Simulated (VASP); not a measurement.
# SiS2 (Ibam) in VASP: notebook, part 2 of 2

VASP 6.6.1. Earlier steps stand in the parts before.

### 3 Electric field gradients, r2SCAN

POSCAR

```
SiS2
1.0
   -2.7820000000      4.7725000000      2.7760000000
    2.7820000000     -4.7725000000      2.7760000000
    2.7820000000      4.7725000000     -2.7760000000
Si S
2 4
Direct
    0.7500000000      0.7500000000      0.0000000000
    0.2500000000      0.2500000000      0.0000000000
    0.1182000000      0.2088000000      0.3270000000
    0.8818000000      0.7912000000      0.6730000000
    0.6182000000      0.2912000000      0.9094000000
    0.3818000000      0.7088000000      0.0906000000
```

INCAR.step1

```
SYSTEM = SiS2
  PREC = Accurate
  ENCUT = 440
  ISMEAR = -1
  SIGMA = 0.01
  LREAL = .False.
  LASPH = .True.
  NELM = 120
  NBANDS = 25
  GGA = PE
  ALGO = Normal
  EDIFF = 1E-5
  LWAVE = .True.
  LCHARG = .False.
  GGA_COMPAT = .False.
```

INCAR.step2

```
SYSTEM = SiS2
  PREC = Accurate
  ENCUT = 440
  EDIFF = 1E-8
  ISMEAR = -1
  SIGMA = 0.01
  LREAL = .False.
  LASPH = .True.
  NELM = 120
  ALGO = Normal
  ISIF = 2
  LWAVE = .False.
  LCHARG = .False.
  METAGGA = R2SCAN
  LMIXTAU = .True.
  LEFG = .True.
  NBANDS = 25
  ISTART = 1
  GGA_COMPAT = .False.
```

KPOINTS

```
Automatic mesh
0
Gamma
  8 8 8
  0 0 0
```

Potentials or basis: VASP PAW PBE potentials, release 64 (Si, S).

Run with:

```bash
$ cat potpaw_PBE.64/Si/POTCAR potpaw_PBE.64/S/POTCAR > POTCAR
$ cp INCAR.step1 INCAR
$ mpirun -np 1 vasp_std > vasp.out
$ cp INCAR.step2 INCAR
$ mpirun -np 1 vasp_std > vasp.out
```

OUTCAR:

```text
SYSTEM = SiS2
   PREC = Accurate
   ENCUT = 440
   EDIFF = 1E-8
   ISMEAR = -1
   LREAL = .False.
   LASPH = .True.
   NELM = 120
   ISIF = 2
   METAGGA = R2SCAN
   ISTART = 1

 ion  position               nearest neighbor table
   1  0.750  0.750  0.000-   5 2.13   4 2.13   3 2.13   6 2.13   2 2.78   2 2.78
   2  0.250  0.250  0.000-   6 2.13   4 2.13   3 2.13   5 2.13   1 2.78   1 2.78
   3  0.118  0.209  0.327-   1 2.13   2 2.13
   4  0.882  0.791  0.673-   1 2.13   2 2.13
   5  0.618  0.291  0.909-   1 2.13   2 2.13
   6  0.382  0.709  0.091-   2 2.13   1 2.13

  LATTYP: Found a body centered orthorhombic cell.
 ALAT       =     5.5520000000
 B/A-ratio  =     1.0021613833
 C/A-ratio  =     1.7192002882

  Lattice vectors:

 A1 = (   2.7820000000,   4.7725000000,  -2.7760000000)
 A2 = (  -2.7820000000,   4.7725000000,   2.7760000000)
[... 890 lines left out ...]
      1.62024      3.64428      2.77600         0.025861      0.035767     -0.000000
      1.62024      5.90072      0.00000         0.025861     -0.035767     -0.000000
      1.16176     -1.12822      2.77600        -0.025861      0.035767     -0.000000
 -----------------------------------------------------------------------------------
    total drift:                               -0.000000     -0.000000      0.000000

  FREE ENERGIE OF THE ION-ELECTRON SYSTEM (eV)
  ---------------------------------------------------
  free  energy   TOTEN  =       -54.1532866000 eV

  energy  without entropy=      -54.1532865999  energy(sigma->0) =      -54.15328660

 Electric field gradients (V/A^2)
---------------------------------------------------------------------
 ion       V_xx      V_yy      V_zz      V_xy      V_xz      V_yz
---------------------------------------------------------------------
   1       2.383     4.606    -6.989    -0.000    -0.000    -0.000
   2       2.383     4.606    -6.989    -0.000    -0.000    -0.000
   3     -48.842   -54.215   103.057    70.655     0.000     0.000
   4     -48.842   -54.215   103.057    70.655     0.000     0.000
   5     -48.842   -54.215   103.057   -70.654     0.000     0.000
   6     -48.842   -54.215   103.057   -70.654     0.000     0.000
---------------------------------------------------------------------

 Electric field gradients after diagonalization (V/A^2)
 (convention: |V_zz| > |V_xx| > |V_yy|)
----------------------------------------------------------------------
 ion       V_xx      V_yy      V_zz     asymmetry (V_yy - V_xx)/ V_zz
----------------------------------------------------------------------
   1       4.606     2.383    -6.989       0.318
   2       4.606     2.383    -6.989       0.318
   3     103.057    19.178  -122.235       0.686
   4     103.057    19.178  -122.235       0.686
   5     103.057    19.177  -122.234       0.686
   6     103.057    19.177  -122.234       0.686
----------------------------------------------------------------------

           NMR quadrupolar parameters

 Cq : quadrupolar parameter    Cq=e*Q*V_zz/h
 eta: asymmetry parameters     (V_yy - V_xx)/ V_zz
 Q  : nuclear electric quadrupole moment in mb (millibarn)
----------------------------------------------------------------------
 ion       Cq(MHz)       eta       Q (mb)
----------------------------------------------------------------------
   1      -0.017       0.318       1.000
   2      -0.017       0.318       1.000
   3      -0.296       0.686       1.000
   4      -0.296       0.686       1.000
   5      -0.296       0.686       1.000
   6      -0.296       0.686       1.000
----------------------------------------------------------------------
```

OUTCAR.step1:

```text
SYSTEM = SiS2
   PREC = Accurate
   ENCUT = 440
   ISMEAR = -1
   LREAL = .False.
   LASPH = .True.
   NELM = 120
[... 910 lines left out ...]
      1.62024      3.64428      2.77600        -0.175361     -0.157449     -0.000000
      1.62024      5.90072      0.00000        -0.175361      0.157449     -0.000000
      1.16176     -1.12822      2.77600         0.175361     -0.157449      0.000000
 -----------------------------------------------------------------------------------
    total drift:                               -0.000000     -0.000000      0.000000

  FREE ENERGIE OF THE ION-ELECTRON SYSTEM (eV)
  ---------------------------------------------------
  free  energy   TOTEN  =       -31.3023383570 eV

  energy  without entropy=      -31.3023383570  energy(sigma->0) =      -31.30233836
```

Wall time 21 min (1 thread of Oxide Virtual Turin-like, shared host); peak memory 0.38 GiB.

What came out:

| Item | Value |
| --- | --- |
| Free energy | -54.1533 eV |
| Pressure | 0.3 GPa |
| Largest force | 0.044 eV/Å |
| Band gap on the k mesh | 3.22 eV (least direct gap 3.50 eV) |
| Largest electric field gradient by atom | Si -7.0; S -122.2 V/Å² |

Forces on the atoms (eV/Å):
```
Si   0.000  0.000  0.000
Si   0.000  0.000  0.000
S   -0.026 -0.036  0.000
S    0.026  0.036  0.000
S    0.026 -0.036  0.000
S   -0.026  0.036  0.000
```

Electric field gradients, principal values (V/Å²):
| atom | least | middle | greatest (by size) |
| --- | --- | --- | --- |
| 1 Si | 2.383 | 4.606 | -6.989 |
| 2 Si | 2.383 | 4.606 | -6.989 |
| 3 S | 19.178 | 103.057 | -122.235 |
| 4 S | 19.178 | 103.057 | -122.235 |
| 5 S | 19.177 | 103.057 | -122.234 |
| 6 S | 19.177 | 103.057 | -122.234 |

Caveat: without QUAD_EFG the Cq values of the log hold for a quadrupole moment of 1 mb, not for the nuclei; the PAW data sets were made with another functional, which shifts forces and pressure a little. r2SCAN opens gaps a little over a GGA but as a rule still falls short of measured ones.
